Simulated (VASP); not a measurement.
# TiAl16N16 (a cell with a defect) in VASP: notebook, part 2 of 3

VASP 6.6.1.

**4. Single point, PBE**

INCAR

```
SYSTEM = TiAl16N16
PREC = Accurate
ENCUT = 520
EDIFF = 1E-6
ISMEAR = -1
SIGMA = 0.01
LREAL = Auto
LASPH = .True.
NELM = 120
ALGO = Normal
ISIF = 2
LWAVE = .False.
LCHARG = .True.
GGA = PE
LELF = .True.
LVHAR = .True.
NBANDS = 92
GGA_COMPAT = .False.
```

KPOINTS

```
regular mesh
0
Gamma
  1 1 1
  0 0 0
```

POSCAR

```
TiAl16N16
1.0
    6.2595139100      0.0000000600      0.0000000000
   -3.1297570100      5.4208980300      0.0000000000
    0.0000000000      0.0000000000     10.0348065900
Al N Ti
16 16 1
Direct
    0.4006519018      0.2003149607      0.2422559895
    0.1683280070      0.3346382795      0.5090348234
    0.3303289128      0.1652554568      0.7482393340
    0.1660702731      0.3282734669      1.0040381855
    0.3358244042      0.6681092247      0.2584894862
    0.1685901895      0.8337681257      0.5090781725
    0.3282063082      0.6641394028      0.7581858137
    0.1660924783      0.8379548859      1.0039461060
    0.7990250611      0.1787242532      0.2396415893
    0.6621622714      0.3312349633      0.4835778305
    0.8349811043      0.1626342988      0.7453942368
    0.6739599497      0.3371810260      0.9618648764
    0.7994595328      0.6209983906      0.2396539463
    0.6421392882      0.8212598608      0.5111083063
    0.8350341511      0.6726378046      0.7453370359
    0.6692421540      0.8347279242      0.9992557315
    0.3313314572      0.1656118553      0.4410462683
    0.1696686461      0.3236517234      0.2049100779
    0.3303836326      0.1652805449      0.9379616753
    0.1684901216      0.3357299805      0.6962912476
    0.3161028650      0.6579371096      0.4499036389
    0.1697463740      0.8462736182      0.2049207408
    0.3303112143      0.6651844326      0.9540942234
    0.1686079416      0.8329396651      0.6963066938
    0.8310897511      0.1560663834      0.4439121930
    0.6904280843      0.3456259366      0.1400335908
    0.8405214362      0.1601666264      0.9340561690
    0.6681015994      0.3341905621      0.6964437169
    0.8313787826      0.6755179547      0.4440061659
    0.6717104047      0.8360778850      0.2024511366
    0.8406222451      0.6807517738      0.9339748520
    0.6556640406      0.8279825475      0.6965982789
    0.0003789307      0.0003980890      0.3443376780
```

Potentials or basis: VASP PAW PBE potentials, release 64 (Al, N, Ti_sv).

The run is started by

```bash
$ cat potpaw_PBE.64/Al/POTCAR potpaw_PBE.64/N/POTCAR potpaw_PBE.64/Ti_sv/POTCAR > POTCAR
$ mpirun -np 1 vasp_gam > vasp.out
```

OUTCAR:

```text
SYSTEM = TiAl16N16
   PREC = Accurate
   ENCUT = 520
   EDIFF = 1E-6
   ISMEAR = -1
   LREAL = Auto
   LASPH = .True.
   NELM = 120
   ISIF = 2
   GGA = PE

 ion  position               nearest neighbor table
   1  0.401  0.200  0.242-  26 1.88  22 1.98  18 1.99  17 2.03  33 2.40   9 2.56  13 2.57  10 2.81
                             4 3.11   8 3.11   5 3.15   5 3.15  12 3.18   6 3.35   2 3.35
   2  0.168  0.335  0.509-  21 1.85  20 1.88  17 1.92  25 1.94  33 2.45  11 2.98   3 3.00  14 3.01
                             7 3.07   5 3.10  10 3.11   6 3.12   6 3.14  10 3.17  14 3.25   1 3.35
   3  0.330  0.165  0.748-  24 1.88  20 1.88  28 1.90  19 1.90  12 2.84   2 3.00   6 3.00  15 3.09
                            11 3.09   8 3.12   4 3.12   7 3.13   7 3.13  11 3.17  15 3.17  10 3.21
   4  0.166  0.328  0.004-  23 1.89  19 1.89  27 1.90  18 2.02   7 3.07   8 3.07   9 3.10  16 3.10
                             1 3.11   3 3.12  12 3.14   5 3.15  11 3.16  16 3.16  12 3.18   8 3.19
   5  0.336  0.668  0.258-  30 1.91  21 1.92  22 1.94  18 1.94  14 3.03   9 3.06  13 3.07   6 3.10
                             2 3.10   8 3.15   4 3.15   1 3.15   1 3.15  16 3.17  13 3.23   9 3.23
   6  0.169  0.834  0.509-  21 1.85  24 1.88  17 1.92  29 1.94  33 2.46  15 2.98   3 3.00  14 3.00
                             7 3.07   5 3.10  10 3.11   2 3.12   2 3.14  10 3.17  14 3.26   1 3.35
   7  0.328  0.664  0.758-  32 1.88  24 1.89  20 1.89  23 1.97  14 3.01  16 3.04   8 3.07   4 3.07
                             6 3.07   2 3.07  11 3.12  15 3.12   3 3.13   3 3.13  15 3.15  11 3.15
   8  0.166  0.838  0.004-  19 1.89  23 1.89  31 1.90  22 2.02   7 3.07   4 3.07  13 3.10  16 3.10
                             1 3.11   3 3.12  12 3.14   5 3.15  15 3.16  16 3.16  12 3.18   4 3.19
   9  0.799  0.179  0.240-  26 1.81  30 1.91  18 2.05  25 2.07  33 2.31   1 2.56  13 2.77  10 2.91
                            16 3.06   5 3.06   4 3.10  12 3.18   5 3.23  14 3.35
  10  0.662  0.331  0.484-  17 1.84  25 1.91  29 1.91  28 2.14   1 2.81   9 2.91  13 2.91   6 3.11
                             2 3.11  14 3.14  14 3.14   2 3.17   6 3.17   3 3.21  15 3.21  11 3.21
  11  0.835  0.163  0.745-  20 1.87  32 1.88  27 1.89  28 1.90  12 2.83   2 2.98  14 3.00  15 3.07
                             3 3.09  16 3.11   7 3.12   7 3.15   4 3.16   3 3.17  15 3.19  10 3.21
  12  0.674  0.337  0.962-  26 1.79  19 1.88  27 1.88  31 1.88  11 2.83  15 2.83   3 2.84   8 3.14
                             4 3.14  16 3.15  16 3.15   1 3.18   4 3.18   8 3.18   9 3.18  13 3.19
  13  0.799  0.621  0.240-  26 1.81  30 1.92  22 2.05  29 2.07  33 2.31   1 2.57   9 2.77  10 2.91
                            16 3.06   5 3.07   8 3.10  12 3.19   5 3.23  14 3.35
  14  0.642  0.821  0.511-  32 1.86  21 1.87  25 1.94  29 1.94  33 2.56  11 3.00  15 3.00   6 3.00
                             2 3.01   7 3.01   5 3.03  10 3.14  10 3.14   2 3.25   6 3.26   9 3.35
  15  0.835  0.673  0.745-  24 1.87  32 1.88  31 1.89  28 1.90  12 2.83   6 2.98  14 3.00  11 3.07
                             3 3.09  16 3.11   7 3.12   7 3.15   8 3.16   3 3.17  11 3.19  10 3.21
  16  0.669  0.835  0.999-  31 1.88  27 1.88  23 1.89  30 2.04   7 3.04  13 3.06   9 3.06   4 3.10
                             8 3.10  11 3.11  15 3.11  12 3.15  12 3.15   8 3.16   4 3.16   5 3.17
  17  0.331  0.166  0.441-  10 1.84   6 1.92   2 1.92   1 2.03  33 2.04
  18  0.170  0.324  0.205-   5 1.94   1 1.99   4 2.02   9 2.05  33 2.24
  19  0.330  0.165  0.938-  12 1.88   8 1.89   4 1.89   3 1.90
  20  0.168  0.336  0.696-  11 1.87   3 1.88   2 1.88   7 1.89
  21  0.316  0.658  0.450-   2 1.85   6 1.85  14 1.87   5 1.92
  22  0.170  0.846  0.205-   5 1.94   1 1.98   8 2.02  13 2.05  33 2.24
  23  0.330  0.665  0.954-  16 1.89   4 1.89   8 1.89   7 1.97
  24  0.169  0.833  0.696-  15 1.87   3 1.88   6 1.88   7 1.89
  25  0.831  0.156  0.444-  10 1.91  14 1.94   2 1.94  33 2.03   9 2.07
  26  0.690  0.346  0.140-  12 1.79  13 1.81   9 1.81   1 1.88
  27  0.841  0.160  0.934-  16 1.88  12 1.88  11 1.89   4 1.90
  28  0.668  0.334  0.696-  15 1.90  11 1.90   3 1.90  10 2.14
  29  0.831  0.676  0.444-  10 1.91  14 1.94   6 1.94  33 2.03  13 2.07
  30  0.672  0.836  0.202-   5 1.91   9 1.91  13 1.92  16 2.04  33 2.28
  31  0.841  0.681  0.934-  16 1.88  12 1.88  15 1.89   8 1.90
  32  0.656  0.828  0.697-  14 1.86   7 1.88  11 1.88  15 1.88
  33  0.000  0.000  0.344-  25 2.03  29 2.03  17 2.04  18 2.24  22 2.24  30 2.28  13 2.31   9 2.31
                             1 2.40   2 2.45   6 2.46  14 2.56

  LATTYP: Found a hexagonal cell.
[... 171 lines left out ...]
   ENCUT  =  520.0 eV  38.22 Ry    6.18 a.u.  11.64 11.64 18.66*2*pi/ulx,y,z
   NELM   =    120;   NELMIN=  2; NELMDL= -5     # of ELM steps
   EDIFF  = 0.1E-05   stopping-criterion for ELM
   LREAL  =      T    real-space projection
   EDIFFG = 0.1E-04   stopping-criterion for IOM
   NSW    =      0    number of steps for IOM
   IBRION =     -1    ionic relax: 0-MD 1-quasi-New 2-CG
   NFREE  =      0    steps in history (QN), initial steepest desc. (CG)
   ISIF   =      2    stress and relaxation
   ISYM   =      2    0-nonsym 1-usesym 2-fastsym
   POTIM  = 0.5000    time-step for ionic-motion
   TEBEG  =    0.0;   TEEND  =   0.0 temperature during run
   PSTRESS=    0.0 pullay stress
   NELECT =     140.0000    total number of electrons
   NUPDOWN=      -1.0000    fix difference up-down
   EMIN   =  10.00;   EMAX   =-10.00  energy-range for DOS
   EFERMI =   0.00;   METHOD = LEGACY
   ISMEAR =    -1;   SIGMA  =   0.01  broadening in eV -4-tet -1-fermi 0-gaus
   EFERMI_NEDOS =   21; number of points for ismear=-14 and -15
   IALGO  =     38    algorithm
   IMIX   =      4    mixing-type and parameters
     AMIX     =   0.40;   BMIX     =  1.00
     AMIX_MAG =   1.60;   BMIX_MAG =  1.00
  volume/ion in A,a.u.               =      10.32        69.63
  Fermi-wavevector in a.u.,A,eV,Ry     =   1.217336  2.300432 20.162576  1.481908
  Thomas-Fermi vector in A             =   2.352660
   LORBIT       =      0    0 simple, 1 ext, 2 COOP (PROOUT), +10 PAW based schemes
   GGA     = PE    functional components
   LHFCALC =     F    Hartree Fock is set to
   AEXX    =    0.0000 exact exchange contribution
   IVDW    =     0    specifies the selected vdW correction
   LEPSILON=     F    determine dielectric tensor
   LRPA    =     F    only Hartree local field effects (RPA)
 non-spin polarized calculation
  energy-cutoff  :      520.00
  volume of cell :      340.50
 maximum number of plane-waves:      4582
 NGX is ok and might be reduce to    48
   NGX = 23   NGY = 23   NGZ = 37

 number of electron     139.9999993 magnetization

 Free energy of the ion-electron system (eV)
  ---------------------------------------------------
  ext. energy  EPLUGINS =         0.00000000
  ---------------------------------------------------
  free energy    TOTEN  =      -229.03277902 eV

  energy without entropy =     -229.03265219  energy(sigma->0) =     -229.03271560

 E-fermi :   9.6160     XC(G=0): -11.0697

 val. band max:        9.5365260045   @ k =   0.0000   0.0000   0.0000
 cond. band min:       9.6954153011   @ k =   0.0000   0.0000   0.0000
 fundamental gap:      0.1588892967
 Fermi energy:         9.6159706527

 k-point     1 :       0.0000    0.0000    0.0000
  band No.  band energies     occupation
      1     -46.9773      2.00000
      2     -23.9016      2.00000
      3     -23.4124      2.00000
      4     -23.1772      2.00000
      5      -8.5961      2.00000
      6      -7.7359      2.00000
[... 74 lines left out ...]
     81      12.2008      0.00000
     82      12.4589      0.00000
 [bands above 82 left out]

------------------------ aborting loop because EDIFF is reached ----------------------------------------

  FORCE on cell =-STRESS in cart. coord.  units (eV):
  Direction    XX          YY          ZZ          XY          YZ          ZX
  --------------------------------------------------------------------------------------
  -------------------------------------------------------------------------------------
  Total       32.1063619     27.7077120     -3.2990670      3.7331670     -0.8341000     -1.4365491
  in kB      151.0709024    130.3738200    -15.5231862     17.5657683     -3.9247127     -6.7594321
  external PRESSURE =      88.6405121 kB  Pullay stress =       0.0000000 kB

 VOLUME and BASIS-vectors are now :
 -----------------------------------------------------------------------------
  energy-cutoff  :      520.00
  volume of cell :      340.50
      direct lattice vectors                 reciprocal lattice vectors
     6.259513910  0.000000060  0.000000000     0.159756813  0.092235641  0.000000000
    -3.129757010  5.420898030  0.000000000    -0.000000002  0.184471279  0.000000000
     0.000000000  0.000000000 10.034806590     0.000000000  0.000000000  0.099653141

 POSITION                                       TOTAL-FORCE (eV/Angst)
 -----------------------------------------------------------------------------------
      1.88095      1.08589      2.43099        -0.007389     -0.002915      0.008163
      0.00632      1.81404      5.10807         0.003365      0.000379     -0.006686
      1.55049      0.89583      7.50844         0.000809      0.000566     -0.004854
      0.01210      1.77954      0.04052        -0.008752     -0.003216     -0.004401
      0.01108      3.62175      2.59389         0.011943      0.003484      0.002796
     -1.55420      4.51977      5.10850         0.000825      0.001081     -0.006380
[... 25 lines left out ...]
      1.51275      4.48841      6.99023         0.000139     -0.002617      0.000926
      0.00113      0.00216      3.45536         0.011353      0.007979      0.023703
 -----------------------------------------------------------------------------------
    total drift:                                0.013392      0.013829      0.035129

  FREE ENERGIE OF THE ION-ELECTRON SYSTEM (eV)
  ---------------------------------------------------
  free  energy   TOTEN  =      -229.0327790208 eV

  energy  without entropy=     -229.0326521879  energy(sigma->0) =     -229.03271560
```

Wall time 1.8 min (1 thread of Intel Xeon Platinum 8259CL at 2.50GHz (Skylake/Cascade Lake), shared host); peak memory 0.41 GiB.

Results:

* Free energy: -229.0328 eV
* Pressure: 8.9 GPa
* Largest force: 0.027 eV/Å

Forces in eV/Å, atoms in the order of the input:
```
Al  -0.007 -0.003  0.008
Al   0.003  0.000 -0.007
Al   0.001  0.001 -0.005
Al  -0.009 -0.003 -0.004
Al   0.012  0.003  0.003
Al   0.001  0.001 -0.006
Al  -0.001  0.000  0.000
Al  -0.005 -0.004  0.000
Al   0.009 -0.007  0.005
Al   0.002 -0.003 -0.004
Al  -0.001 -0.003  0.001
Al   0.007  0.000 -0.004
Al  -0.004  0.006  0.006
Al   0.003 -0.002 -0.011
Al  -0.004  0.003 -0.001
Al   0.001  0.003  0.007
N    0.012  0.011  0.009
N    0.000  0.007 -0.008
N    0.001  0.001  0.000
N    0.003 -0.002 -0.003
N    0.001  0.002 -0.002
N    0.006 -0.001 -0.012
N   -0.003  0.000  0.000
N   -0.001  0.002 -0.004
N   -0.018  0.011  0.008
N    0.001 -0.002  0.001
N   -0.001  0.003  0.002
N   -0.004 -0.001  0.000
N   -0.001 -0.017  0.009
N   -0.018 -0.009 -0.012
N    0.001 -0.003  0.000
N    0.000 -0.003  0.001
Ti   0.011  0.008  0.024
```

Levels at points of the mesh, in eV from the Fermi level:
| k point | band 66 | band 67 | band 68 | band 69 | band 70 | band 71 | band 72 | band 73 | band 74 | band 75 |
| --- | --- | --- | --- | --- | --- | --- | --- | --- | --- | --- |
| (0.00, 0.00, 0.00) | -3.16 | -3.15 | -2.90 | -0.62 | -0.08 | 0.08 | 0.78 | 1.56 | 1.72 | 2.00 |

Caveat: the k points lie up to 1.16 Å⁻¹ apart, too coarse for converged energies, forces and pressures.

(Continued in part 3 of 3.)
